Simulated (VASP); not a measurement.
# TiSi2 (C2/c) in VASP: single point with PBEsol

Aim: the single point of TiSi2 with PBEsol.

All numbers are computed with VASP 6.6.1; they aren't measurements. Logs are shortened: lines on timing, memory, paths and dates and some standing lists are left out, and cuts for length are marked.

### 1 The cell of the first run

It takes space group C2/c (No. 15, monoclinic). Conventional cell: a = 8.182 Å, b = 4.762 Å, c = 5.898 Å, α = 90.00°, β = 133.92°, γ = 90.00°. Ti (site symmetry 2) has 10 Si at 2.52 to 2.75 Å and 4 Ti at 3.15 to 3.21 Å within 3.3 Å. Within 3.2 Å of Si (site symmetry 1) lie 9 Si at 2.45 to 3.20 Å and 5 Ti at 2.52 to 2.75 Å.

### 2 Single point, PBEsol (atoms displaced along a vibrational mode)

The input, INCAR:

```
PREC = Accurate ; ENCUT = 520
EDIFF = 1E-7 ; ISMEAR = 0
SIGMA = 0.15 ; LREAL = F
LASPH = T ; NELM = 100
ALGO = Normal ; ISIF = 2
LWAVE = F ; LCHARG = T
GGA = PS ; LELF = T
LVHAR = T ; NBANDS = 29
```

The input, KPOINTS:

```
Automatic mesh
0
Gamma
  14 14 14
```

The input, POSCAR:

```
TiSi2
1.0
    0.0000000000      4.0910612953      4.2480470636
    2.3808780418      0.0000000000      4.2480470636
    2.3808780418      4.0910612953      0.0000000000
Ti Si
2 4
Direct
    0.7405497049      0.7594502951      0.7594502951
    0.5094502951      0.4905497049      0.4905497049
    0.0835164255      0.4221311468      0.0888176993
    0.4055347284      0.0888176993      0.4221311468
    0.1664835745      0.8278688532      0.1611823007
    0.8444652716      0.1611823007      0.8278688532
```

Potentials or basis: VASP PAW PBE potentials, release 64 (Ti_sv, Si).

Started as:

```
$ cat potpaw_PBE.64/Ti_sv/POTCAR potpaw_PBE.64/Si/POTCAR > POTCAR
$ mpirun -np 1 vasp_std > vasp.out
```

OUTCAR:

```text
PREC = Accurate
   ENCUT = 520
   EDIFF = 1E-7
   ISMEAR = 0
   LREAL = F
   LASPH = T
   NELM = 100
   ISIF = 2
   GGA = PS

 ion  position               nearest neighbor table
   1  0.741  0.759  0.759-   6 2.52   5 2.52   6 2.55   5 2.55   3 2.72   4 2.72   4 2.75   3 2.75
                             4 2.75   3 2.75
   2  0.509  0.491  0.491-   3 2.52   4 2.52   3 2.55   4 2.55   5 2.72   6 2.72   5 2.75   6 2.75
                             6 2.75   5 2.75
   3  0.084  0.422  0.089-   5 2.45   2 2.52   2 2.55   5 2.58   4 2.68   1 2.72   1 2.75   1 2.75
                             4 2.77   4 2.77
   4  0.406  0.089  0.422-   6 2.45   2 2.52   2 2.55   6 2.58   3 2.68   1 2.72   1 2.75   1 2.75
                             3 2.77   3 2.77
   5  0.166  0.828  0.161-   3 2.45   1 2.52   1 2.55   3 2.58   6 2.68   2 2.72   2 2.75   2 2.75
                             6 2.77   6 2.77
   6  0.844  0.161  0.828-   4 2.45   1 2.52   1 2.55   4 2.58   5 2.68   2 2.72   2 2.75   2 2.75
                             5 2.77   5 2.77

  LATTYP: Found a face centered orthorhombic cell.
 ALAT       =     4.7617560836
 B/A-ratio  =     1.7182993935
 C/A-ratio  =     1.7842354749

  Lattice vectors:

 A1 = (   0.0000000000,   4.0910612953,   4.2480470636)
 A2 = (   2.3808780418,   0.0000000000,   4.2480470636)
 A3 = (   2.3808780418,   4.0910612953,   0.0000000000)

Analysis of symmetry for initial positions (statically):
=====================================================================
 Subroutine PRICEL returns:
 Original cell was already a primitive cell.

 Routine SETGRP: Setting up the symmetry group for a
 face centered orthorhombic supercell.

 Subroutine GETGRP returns: Found  4 space group operations
 (whereof  2 operations were pure point group operations)
 out of a pool of  8 trial point group operations.

The static configuration has the point symmetry C_2 .
 The point group associated with its full space group is C_2h.

Analysis of symmetry for dynamics (positions and initial velocities):
=====================================================================
 Subroutine PRICEL returns:
 Original cell was already a primitive cell.

 Routine SETGRP: Setting up the symmetry group for a
 face centered orthorhombic supercell.

 Subroutine GETGRP returns: Found  4 space group operations
 (whereof  2 operations were pure point group operations)
 out of a pool of  8 trial point group operations.

The dynamic configuration has the point symmetry C_2 .
 The point group associated with its full space group is C_2h.

 Subroutine INISYM returns: Found  4 space group operations
 (whereof  2 operations are pure point group operations),
 and found     1 'primitive' translations

----------------------------------------------------------------------------------------

                                     Primitive cell

  volume of cell :      82.7547

  direct lattice vectors                    reciprocal lattice vectors
     0.000000000  4.091061295  4.248047064    -0.210006557  0.122217675  0.117701144
     2.380878042  0.000000000  4.248047064     0.210006557 -0.122217675  0.117701144
     2.380878042  4.091061295  0.000000000     0.210006557  0.122217675 -0.117701144

  length of vectors
     5.897684832  4.869751955  4.733430339     0.269987913  0.269987913  0.269987913

  position of ions in fractional coordinates (direct lattice)
     0.740549705  0.759450295  0.759450295
     0.509450295  0.490549705  0.490549705
     0.083516426  0.422131147  0.088817699
     0.405534728  0.088817699  0.422131147
     0.166483574  0.827868853  0.161182301
     0.844465272  0.161182301  0.827868853

  ion indices of the primitive-cell ions
   primitive index   ion index
                 1           1
                 2           2
                 3           3
                 4           4
                 5           5
                 6           6

----------------------------------------------------------------------------------------

 KPOINTS: Automatic mesh

Automatic generation of k-mesh.
 Grid dimensions read from file:
 generate k-points for:   14   14   14

 Generating k-lattice:

  Cartesian coordinates                     Fractional coordinates (reciprocal lattice)
    -0.015000468  0.008729834  0.008407225     0.071428571  0.000000000  0.000000000
     0.015000468 -0.008729834  0.008407225     0.000000000  0.071428571  0.000000000
     0.015000468  0.008729834 -0.008407225    -0.000000000 -0.000000000  0.071428571

  Length of vectors
     0.019284851  0.019284851  0.019284851

  Shift w.r.t. Gamma in fractional coordinates (k-lattice)
     0.000000000  0.000000000  0.000000000

 Subroutine IBZKPT returns following result:
 ===========================================

 Found    744 irreducible k-points:

 Following reciprocal coordinates:
            Coordinates               Weight
  0.000000  0.000000  0.000000      1.000000
  0.071429  0.000000 -0.000000      4.000000
 -0.000000  0.000000  0.071429      4.000000
  0.142857  0.000000  0.000000      4.000000
  0.000000  0.000000  0.142857      4.000000
  0.214286 -0.000000  0.000000      4.000000
[... 16 lines left out ...]
  0.357143  0.071429  0.000000      4.000000
 -0.071429 -0.071429  0.285714      4.000000
 [... further k-points ...]
   k-points           NKPTS =    744   k-points in BZ     NKDIM =    744   number of bands    NBANDS=     29
   number of dos      NEDOS =    301   number of ions     NIONS =      6
   total plane-waves  NPLWV =  62208
   dimension x,y,z NGX =    48 NGY =   36 NGZ =   36
   dimension x,y,z NGXF=    96 NGYF=   72 NGZF=   72
   ions per type =               2   4
   NGX,Y,Z   is equivalent  to a cutoff of  13.53, 12.29, 12.64 a.u.
   NGXF,Y,Z  is equivalent  to a cutoff of  27.06, 24.58, 25.29 a.u.
 SYSTEM =  unknown system
   PREC   = accura    normal or accurate (medium, high low for compatibility)
   ISTART =      0    job   : 0-new  1-cont  2-samecut
   ICHARG =      2    charge: 1-file 2-atom 10-const
   ISPIN  =      1    spin polarized calculation?
   LNONCOLLINEAR =      F non collinear calculations
   LSORBIT =      F    spin-orbit coupling
   LASPH  =      T    aspherical Exc in radial PAW
   ENCUT  =  520.0 eV  38.22 Ry    6.18 a.u.  10.97  9.05  8.80*2*pi/ulx,y,z
   NELM   =    100;   NELMIN=  2; NELMDL= -5     # of ELM steps
   EDIFF  = 0.1E-06   stopping-criterion for ELM
   LREAL  =      F    real-space projection
   EDIFFG = 0.1E-05   stopping-criterion for IOM
   NSW    =      0    number of steps for IOM
   IBRION =     -1    ionic relax: 0-MD 1-quasi-New 2-CG
   NFREE  =      0    steps in history (QN), initial steepest desc. (CG)
   ISIF   =      2    stress and relaxation
   ISYM   =      2    0-nonsym 1-usesym 2-fastsym
   POTIM  = 0.5000    time-step for ionic-motion
   TEBEG  =    0.0;   TEEND  =   0.0 temperature during run
   PSTRESS=    0.0 pullay stress
   NELECT =      40.0000    total number of electrons
   NUPDOWN=      -1.0000    fix difference up-down
   EMIN   =  10.00;   EMAX   =-10.00  energy-range for DOS
   EFERMI =   0.00;   METHOD = LEGACY
   ISMEAR =     0;   SIGMA  =   0.15  broadening in eV -4-tet -1-fermi 0-gaus
   EFERMI_NEDOS =   21; number of points for ismear=-14 and -15
   IALGO  =     38    algorithm
   IMIX   =      4    mixing-type and parameters
     AMIX     =   0.40;   BMIX     =  1.00
     AMIX_MAG =   1.60;   BMIX_MAG =  1.00
  volume/ion in A,a.u.               =      13.79        93.08
  Fermi-wavevector in a.u.,A,eV,Ry     =   1.284786  2.427893 22.458786  1.650674
  Thomas-Fermi vector in A             =   2.416959
   LORBIT       =      0    0 simple, 1 ext, 2 COOP (PROOUT), +10 PAW based schemes
   GGA     = PS    functional components
   LHFCALC =     F    Hartree Fock is set to
   AEXX    =    0.0000 exact exchange contribution
   IVDW    =     0    specifies the selected vdW correction
   LEPSILON=     F    determine dielectric tensor
   LRPA    =     F    only Hartree local field effects (RPA)
 non-spin polarized calculation
 Gauss-broadening in eV      SIGMA  =   0.15
  energy-cutoff  :      520.00
  volume of cell :       82.75
 maximum number of plane-waves:      2264
 NGX is ok and might be reduce to    48
   NGX = 21   NGY = 19   NGZ = 17

 number of electron      40.0000001 magnetization

 Free energy of the ion-electron system (eV)
  ---------------------------------------------------
  ext. energy  EPLUGINS =         0.00000000
  ---------------------------------------------------
  free energy    TOTEN  =       -43.64851539 eV

  energy without entropy =      -43.62380673  energy(sigma->0) =      -43.63616106

 E-fermi :  10.2694     XC(G=0): -11.8834

 val. band max:       10.2693930659   @ k =  -0.1429   0.1429   0.2857
 cond. band min:      10.2697336531   @ k =  -0.1429  -0.4286   0.3571
 fundamental gap:      0.0003405872
 Fermi energy:        10.2694337268

 k-point     1 :       0.0000    0.0000    0.0000
  band No.  band energies     occupation
      1     -45.7031      2.00000
      2     -45.6716      2.00000
      3     -22.2044      2.00000
      4     -22.1832      2.00000
      5     -22.1045      2.00000
      6     -22.0891      2.00000
[... 21 lines left out ...]
     28      14.1638      0.00000
     29      14.2193      0.00000

 k-point     2 :       0.0714    0.0000   -0.0000
  band No.  band energies     occupation
      1     -45.7028      2.00000
      2     -45.6718      2.00000
      3     -22.2046      2.00000
      4     -22.1828      2.00000
      5     -22.1064      2.00000
      6     -22.0892      2.00000
[... 21 lines left out ...]
     28      14.0832      0.00000
     29      14.1391      0.00000

 k-point     3 :      -0.0000    0.0000    0.0714
  band No.  band energies     occupation
      1     -45.7027      2.00000
      2     -45.6719      2.00000
      3     -22.2034      2.00000
      4     -22.1836      2.00000
      5     -22.1057      2.00000
      6     -22.0891      2.00000
[... 21 lines left out ...]
     28      14.0816      0.00000
     29      14.1170      0.00000

 k-point     4 :       0.1429    0.0000    0.0000
  band No.  band energies     occupation
      1     -45.7020      2.00000
      2     -45.6726      2.00000
      3     -22.2053      2.00000
      4     -22.1814      2.00000
      5     -22.1115      2.00000
      6     -22.0893      2.00000
[... 21 lines left out ...]
     28      14.2028      0.00000
     29      14.2963      0.00000

 k-point     5 :       0.0000    0.0000    0.1429
  band No.  band energies     occupation
      1     -45.7018      2.00000
      2     -45.6728      2.00000
      3     -22.2011      2.00000
      4     -22.1842      2.00000
      5     -22.1092      2.00000
      6     -22.0889      2.00000
[... 21 lines left out ...]
     28      14.1503      0.00000
     29      14.3245      0.00000
[... 510 lines left out ...]
     28      14.3405      0.00000
     29      14.6519      0.00000

 k-point    22 :      -0.0714   -0.0714    0.2143
  band No.  band energies     occupation
      1     -45.6987      2.00000
      2     -45.6757      2.00000
      3     -22.1955      2.00000
      4     -22.1788      2.00000
      5     -22.1233      2.00000
      6     -22.0850      2.00000
[... 21 lines left out ...]
     28      14.4326      0.00000
     29      14.7088      0.00000

 k-point    23 :       0.3571    0.0714    0.0000
  band No.  band energies     occupation
      1     -45.6979      2.00000
      2     -45.6765      2.00000
      3     -22.2076      2.00000
      4     -22.1702      2.00000
      5     -22.1373      2.00000
      6     -22.0839      2.00000
[... 21 lines left out ...]
     28      14.4800      0.00000
     29      14.6249      0.00000

 k-point    24 :      -0.0714   -0.0714    0.2857
  band No.  band energies     occupation
      1     -45.6967      2.00000
      2     -45.6777      2.00000
      3     -22.1970      2.00000
      4     -22.1720      2.00000
      5     -22.1328      2.00000
      6     -22.0827      2.00000
[... 21 lines left out ...]
     28      14.5549      0.00000
     29      14.6540      0.00000

 [... further k-points ...]
[... 5 lines left out ...]
  --------------------------------------------------------------------------------------
  -------------------------------------------------------------------------------------
  Total        0.0654075     -0.0436667      0.5320795      0.0000000      0.6547190      0.0000000
  in kB        1.2663263     -0.8454121     10.3013619      0.0000000     12.6757330      0.0000000
  external PRESSURE =       3.5740920 kB  Pullay stress =       0.0000000 kB

 VOLUME and BASIS-vectors are now :
 -----------------------------------------------------------------------------
  energy-cutoff  :      520.00
  volume of cell :       82.75
      direct lattice vectors                 reciprocal lattice vectors
     0.000000000  4.091061295  4.248047064    -0.210006557  0.122217675  0.117701144
     2.380878042  0.000000000  4.248047064     0.210006557 -0.122217675  0.117701144
     2.380878042  4.091061295  0.000000000     0.210006557  0.122217675 -0.117701144

 POSITION                                       TOTAL-FORCE (eV/Angst)
 -----------------------------------------------------------------------------------
      3.61632      6.13659      6.37207        -0.554973      0.000000     -0.000000
      2.33588      4.09106      4.24805         0.554973     -0.000000      0.000000
      1.21651      0.70503      2.14801        -0.191913     -0.013346     -0.181536
      1.21651      3.38603      2.10003        -0.191913      0.013346      0.181536
      2.35481      1.34050      4.22406         0.191913      0.013346      0.181536
      2.35481      6.84162      4.27204         0.191913     -0.013346     -0.181536
 -----------------------------------------------------------------------------------
    total drift:                               -0.000000     -0.000000     -0.000000

  FREE ENERGIE OF THE ION-ELECTRON SYSTEM (eV)
  ---------------------------------------------------
  free  energy   TOTEN  =       -43.6485153895 eV

  energy  without entropy=      -43.6238067312  energy(sigma->0) =      -43.63616106
```

Run time: 54 min. Hardware: 1 thread of Intel Xeon Platinum 8259CL at 2.50GHz (Skylake/Cascade Lake), shared host; peak memory 1.4 GiB.

What came out:

* Free energy: -43.6485 eV
* Pressure: 0.4 GPa
* Largest force: 0.555 eV/Å
* Band gap on the k mesh: zero (bands 20 and 21 overlap by 1.87 eV)

Forces in eV/Å, atoms in the order of the input:
```
Ti  -0.555  0.000  0.000
Ti   0.555  0.000  0.000
Si  -0.192 -0.013 -0.182
Si  -0.192  0.013  0.182
Si   0.192  0.013  0.182
Si   0.192 -0.013 -0.182
```

Caveat: the cell differs from its parent crystal (atoms displaced along a vibrational mode); the PAW data sets were made with another functional, which shifts forces and pressure a little.
